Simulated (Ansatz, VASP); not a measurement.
One calculation of AlGa3N4, two programs

```
Al Ga N
1.0
     4.38248    0.05157    0.05157
     0.05157    4.38248    0.05157
     0.05157    0.05157    4.38248
Al Ga N
1 3 4
Direct
  0.00000 0.00000 0.00000
  0.50000 0.50000 0.00000
  0.50000 0.00000 0.50000
  0.00000 0.50000 0.50000
  0.75481 0.75481 0.24519
  0.75481 0.24519 0.75481
  0.24519 0.75481 0.75481
  0.24519 0.24519 0.24519
```

Change from the starting cell: equal engineering shear yz, xz and xy +0.0233, equal normal strain along x, y and z -0.0100.

Alike in both runs: task single point; functional LDA; k mesh 6 × 6 × 6; occupations gaussian, width 0.05 eV; no spin polarisation.

```csv
,VASP,Ansatz
version,VASP 6.6.1,Ansatz 0.2.0
potentials or method,"VASP PAW LDA potentials, release 64 (Al, Ga_d, N), cutoff 520 eV","scalar-relativistic, plane waves, PAW"
valence electrons in the cell,62,62
```

```tsv
	VASP	Ansatz	Ansatz less VASP
gap on the k mesh at the Fermi level (eV)	2.69	2.69	-0.008
least direct gap on the mesh (eV)	2.69	2.69	-0.008
pressure (GPa)	8.2	7.0	-1.17
traceless stress, the component that is largest in VASP (GPa)	-5.36	-5.28	+0.086
rms of the force components (eV/Å)	0.235	0.225	-0.0104
```

Ansatz warns that its potentials were made for another functional, while VASP's fit it. LDA's correlation is that of Perdew and Zunger in VASP and of Perdew and Wang (1992) in Ansatz. Atom by atom the forces differ by 0.016 eV/Å (rms over components).
